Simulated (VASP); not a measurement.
# Si2W (I4/mmm) in VASP: electric field gradients with PBE

Aim: the electric field gradients of Si2W with PBE.

Program: VASP 6.6.1. These are calculated values, not measurements. Logs are shortened: lines on timing, memory, paths and dates and some standing lists are left out, and cuts for length are marked.

**1. The cell of the first run**

It takes space group I4/mmm (No. 139, tetragonal). Conventional cell: a = 3.229 Å, b = 3.229 Å, c = 7.868 Å, α = 90.00°, β = 90.00°, γ = 90.00°. Within 3.4 Å of Si (site symmetry 4mm) lie 9 Si at 2.60 to 3.23 Å and 5 W at 2.63 Å. W (site symmetry 4/mmm) has 10 Si at 2.63 Å and 4 W at 3.23 Å within 3.5 Å.

**2. Electric field gradients, PBE**

Input file INCAR:

```
  ALGO = Normal
  EDIFF = 1E-8
  ENCUT = 520
  GGA = PE
  ISIF = 2
  ISMEAR = -1
  LASPH = T
  LCHARG = F
  LEFG = T
  LREAL = F
  LWAVE = F
  NBANDS = 18
  NELM = 60
  PREC = Accurate
  SIGMA = 0.05
```

Input file KPOINTS:

```
k-points
0
Gamma
  16 16 16
```

Input file POSCAR:

```
Si2W
1.0
   -1.6144470994      1.6144470994      3.9338689186
    1.6144470994     -1.6144470994      3.9338689186
    1.6144470994      1.6144470994     -3.9338689186
Si W
2 1
Direct
    0.3345181044      0.3345181044      0.0000000000
    0.6654818956      0.6654818956      0.0000000000
    0.0000000000      0.0000000000      0.0000000000
```

Potentials or basis: VASP PAW PBE potentials, release 64 (Si, W_sv).

Command:

```bash
> cat potpaw_PBE.64/Si/POTCAR potpaw_PBE.64/W_sv/POTCAR > POTCAR
> mpirun -np 1 vasp_std > vasp.out
```

OUTCAR:

```text
EDIFF = 1E-8
   ENCUT = 520
   GGA = PE
   ISIF = 2
   ISMEAR = -1
   LASPH = T
   LREAL = F
   NELM = 60
   PREC = Accurate

 ion  position               nearest neighbor table
   1  0.335  0.335  0.000-   2 2.60   3 2.63   3 2.63   3 2.63   3 2.63   3 2.63   2 2.64   2 2.64
                             2 2.64   2 2.64
   2  0.665  0.665  0.000-   1 2.60   3 2.63   3 2.63   3 2.63   3 2.63   3 2.63   1 2.64   1 2.64
                             1 2.64   1 2.64
   3  0.000  0.000  0.000-   2 2.63   2 2.63   2 2.63   1 2.63   2 2.63   1 2.63   1 2.63   1 2.63
                             1 2.63   2 2.63

  LATTYP: Found a body centered tetragonal cell.
 ALAT       =     3.2288941988
 C/A-ratio  =     2.4366663485

  Lattice vectors:

 A1 = (  -1.6144470994,   1.6144470994,   3.9338689186)
 A2 = (   1.6144470994,  -1.6144470994,   3.9338689186)
 A3 = (   1.6144470994,   1.6144470994,  -3.9338689186)

Analysis of symmetry for initial positions (statically):
=====================================================================
 Subroutine PRICEL returns:
 Original cell was already a primitive cell.

 Routine SETGRP: Setting up the symmetry group for a
 body centered tetragonal supercell.

 Subroutine GETGRP returns: Found 16 space group operations
 (whereof 16 operations were pure point group operations)
 out of a pool of 16 trial point group operations.

The static configuration has the point symmetry D_4h.

Analysis of symmetry for dynamics (positions and initial velocities):
=====================================================================
 Subroutine PRICEL returns:
 Original cell was already a primitive cell.

 Routine SETGRP: Setting up the symmetry group for a
 body centered tetragonal supercell.

 Subroutine GETGRP returns: Found 16 space group operations
 (whereof 16 operations were pure point group operations)
 out of a pool of 16 trial point group operations.

The dynamic configuration has the point symmetry D_4h.

 Subroutine INISYM returns: Found 16 space group operations
 (whereof 16 operations are pure point group operations),
 and found     1 'primitive' translations

----------------------------------------------------------------------------------------

                                     Primitive cell

  volume of cell :      41.0136
[... 128 lines left out ...]

 number of electron      22.0000000 magnetization

 Free energy of the ion-electron system (eV)
  ---------------------------------------------------
  ext. energy  EPLUGINS =         0.00000000
  ---------------------------------------------------
  free energy    TOTEN  =       -24.81589747 eV

  energy without entropy =      -24.81379208  energy(sigma->0) =      -24.81484478

 E-fermi :  11.7515     XC(G=0): -12.4611

 val. band max:       11.7452228854   @ k =   0.0625   0.0625   0.0000
 cond. band min:      11.7575602845   @ k =  -0.3750   0.4375   0.3750
 fundamental gap:      0.0123373991
 Fermi energy:        11.7514973363

 k-point     1 :       0.0000    0.0000    0.0000
  band No.  band energies     occupation
      1     -62.1276      2.00000
      2     -26.3746      2.00000
      3     -26.3608      2.00000
      4     -26.3608      2.00000
      5      -2.2033      2.00000
      6       4.9992      2.00000
[... 481 lines left out ...]
      5      -2.0781      2.00000
      6       5.1132      2.00000
[... 10 lines left out ...]
     17      17.4778      0.00000
     18      17.7205      0.00000

 [... further k-points ...]
[... 5 lines left out ...]
  --------------------------------------------------------------------------------------
  -------------------------------------------------------------------------------------
  Total        0.0292540      0.0292540      0.0123033      0.0000000      0.0000000     -0.0000000
  in kB        1.1427946      1.1427946      0.4806230      0.0000000      0.0000000     -0.0000000
  external PRESSURE =       0.9220707 kB  Pullay stress =       0.0000000 kB

 VOLUME and BASIS-vectors are now :
 -----------------------------------------------------------------------------
  energy-cutoff  :      520.00
  volume of cell :       41.01
      direct lattice vectors                 reciprocal lattice vectors
    -1.614447099  1.614447099  3.933868919     0.000000000  0.309703551  0.127101337
     1.614447099 -1.614447099  3.933868919     0.309703551  0.000000000  0.127101337
     1.614447099  1.614447099 -3.933868919     0.309703551  0.309703551  0.000000000

 POSITION                                       TOTAL-FORCE (eV/Angst)
 -----------------------------------------------------------------------------------
      0.00000      0.00000      2.63190        -0.000000     -0.000000     -0.001531
      0.00000      0.00000      5.23584         0.000000      0.000000      0.001531
      0.00000      0.00000      0.00000         0.000000      0.000000      0.000000
 -----------------------------------------------------------------------------------
    total drift:                               -0.000000     -0.000000      0.000000

  FREE ENERGIE OF THE ION-ELECTRON SYSTEM (eV)
  ---------------------------------------------------
  free  energy   TOTEN  =       -24.8158974740 eV

  energy  without entropy=      -24.8137920782  energy(sigma->0) =      -24.81484478

 Electric field gradients (V/A^2)
---------------------------------------------------------------------
 ion       V_xx      V_yy      V_zz      V_xy      V_xz      V_yz
---------------------------------------------------------------------
   1       4.595     4.595    -9.190    -0.000    -0.000    -0.000
   2       4.595     4.595    -9.190    -0.000    -0.000    -0.000
   3      68.288    68.288  -136.577    -0.000    -0.000    -0.000
---------------------------------------------------------------------

 Electric field gradients after diagonalization (V/A^2)
 (convention: |V_zz| > |V_xx| > |V_yy|)
----------------------------------------------------------------------
 ion       V_xx      V_yy      V_zz     asymmetry (V_yy - V_xx)/ V_zz
----------------------------------------------------------------------
   1       4.595     4.595    -9.190       0.000
   2       4.595     4.595    -9.190       0.000
   3      68.288    68.288  -136.577       0.000
----------------------------------------------------------------------

           NMR quadrupolar parameters

 Cq : quadrupolar parameter    Cq=e*Q*V_zz/h
 eta: asymmetry parameters     (V_yy - V_xx)/ V_zz
 Q  : nuclear electric quadrupole moment in mb (millibarn)
----------------------------------------------------------------------
 ion       Cq(MHz)       eta       Q (mb)
----------------------------------------------------------------------
   1      -0.022       0.000       1.000
   2      -0.022       0.000       1.000
   3      -0.330       0.000       1.000
----------------------------------------------------------------------
```

OSZICAR:

```text
N       E                     dE             d eps       ncg     rms          rms(c)
DAV:   1     0.130363892825E+03    0.13036E+03   -0.10823E+04 12572   0.123E+03
DAV:   2    -0.211687713357E+02   -0.15153E+03   -0.14783E+03 14412   0.320E+02
DAV:   3    -0.256555434619E+02   -0.44868E+01   -0.44256E+01 15686   0.494E+01
DAV:   4    -0.256966420040E+02   -0.41099E-01   -0.41011E-01 14902   0.494E+00
DAV:   5    -0.256970845382E+02   -0.44253E-03   -0.44251E-03 14790   0.551E-01    0.247E+01
DAV:   6    -0.249206282069E+02    0.77646E+00   -0.36980E+00 13560   0.135E+01    0.834E+00
DAV:   7    -0.248396683338E+02    0.80960E-01   -0.25918E-01 13446   0.283E+00    0.453E+00
DAV:   8    -0.248163885049E+02    0.23280E-01   -0.47319E-02 14140   0.171E+00    0.333E-01
DAV:   9    -0.248159922608E+02    0.39624E-03   -0.11032E-03 14598   0.265E-01    0.199E-01
DAV:  10    -0.248159048580E+02    0.87403E-04   -0.28691E-04 14948   0.146E-01    0.379E-02
DAV:  11    -0.248158980174E+02    0.68406E-05   -0.39349E-05 14408   0.456E-02    0.179E-02
DAV:  12    -0.248158982825E+02   -0.26514E-06   -0.18468E-06 14870   0.870E-03    0.434E-03
DAV:  13    -0.248158975605E+02    0.72205E-06   -0.36807E-07 14208   0.528E-03    0.650E-04
DAV:  14    -0.248158974789E+02    0.81627E-07   -0.14082E-08  9194   0.112E-03    0.338E-04
DAV:  15    -0.248158974740E+02    0.48258E-08   -0.25871E-09  6952   0.510E-04
   1 F= -.24815897E+02 E0= -.24814845E+02  d E =-.210540E-02
```

Run time: 4.5 min. Hardware: 1 thread of Intel Xeon Platinum 8375C at 2.90GHz (Ice Lake), shared host; peak memory 0.39 GiB.

Results:

```yaml
Free_energy: -24.8159 eV
Pressure: 0.1 GPa
Band_gap_on_the_k_mesh: zero (bands 11 and 12 overlap by 1.25 eV)
Largest_electric_field_gradient_by_atom: Si -9.2; W -136.6 V/Å²
```

Levels at points of the mesh, in eV from the Fermi level:
| k point | band 7 | band 8 | band 9 | band 10 | band 11 | band 12 | band 13 | band 14 | band 15 | band 16 |
| --- | --- | --- | --- | --- | --- | --- | --- | --- | --- | --- |
| (0.00, 0.00, 0.00) | -3.75 | -3.24 | -2.80 | -2.80 | 0.61 | 2.65 | 2.98 | 3.04 | 3.04 | 4.55 |
| (0.50, 0.00, 0.00) | -5.67 | -4.81 | -2.74 | -2.71 | -0.41 | 2.66 | 2.76 | 3.91 | 4.31 | 5.08 |
| (0.50, 0.50, 0.00) | -5.94 | -5.50 | -4.96 | -3.19 | -1.75 | 2.74 | 2.92 | 3.07 | 3.86 | 4.32 |
| (0.50, 0.50, 0.50) | -3.75 | -2.54 | -0.84 | -0.84 | -0.48 | -0.48 | 0.78 | 4.44 | 4.73 | 6.15 |

Electric field gradients, principal values (V/Å²):
| atom | least | middle | greatest (by size) |
| --- | --- | --- | --- |
| 1 Si | 4.595 | 4.595 | -9.190 |
| 2 Si | 4.595 | 4.595 | -9.190 |
| 3 W | 68.288 | 68.288 | -136.577 |

Caveat: without QUAD_EFG the Cq values of the log hold for a quadrupole moment of 1 mb, not for the nuclei; spin-orbit coupling is left out, which moves the levels of the heavy elements.
